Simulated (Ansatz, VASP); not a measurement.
# One calculation of BN, two programs

```xyz
2
Lattice="0.0000 1.6578 1.9176 1.9176 0.0000 1.9176 1.9176 1.6578 0.0000" Properties=species:S:1:pos:R:3 pbc="T T T"
B     0.0000    0.0000    0.0000
N     2.8764    2.4867    2.8764
```

Alike in both runs: task single point; functional PBE; k mesh 12 × 12 × 12; occupations gaussian, width 0.05 eV; no spin polarisation.

|  | VASP | Ansatz |
| --- | --- | --- |
| version | VASP 6.6.1 | Ansatz 0.2.0 |
| potentials or method | VASP PAW PBE potentials, release 64 (B, N), cutoff 520 eV | scalar-relativistic, plane waves, PAW |
| valence electrons in the cell | 8 | 8 |

Ansatz gave:

- gap on the k mesh at the Fermi level (eV): 2.32
- least direct gap on the mesh (eV): 7.44
- pressure (GPa): -8.9
- traceless stress, the component that is largest in VASP (GPa): 46.84

Problem. Which values does VASP return?

Solution. gap on the k mesh at the Fermi level (eV): 2.31; least direct gap on the mesh (eV): 7.43; pressure (GPa): -8.8; traceless stress, the component that is largest in VASP (GPa): 46.86.

With one functional, cell and mesh, what is left measures potentials, basis and numerics.
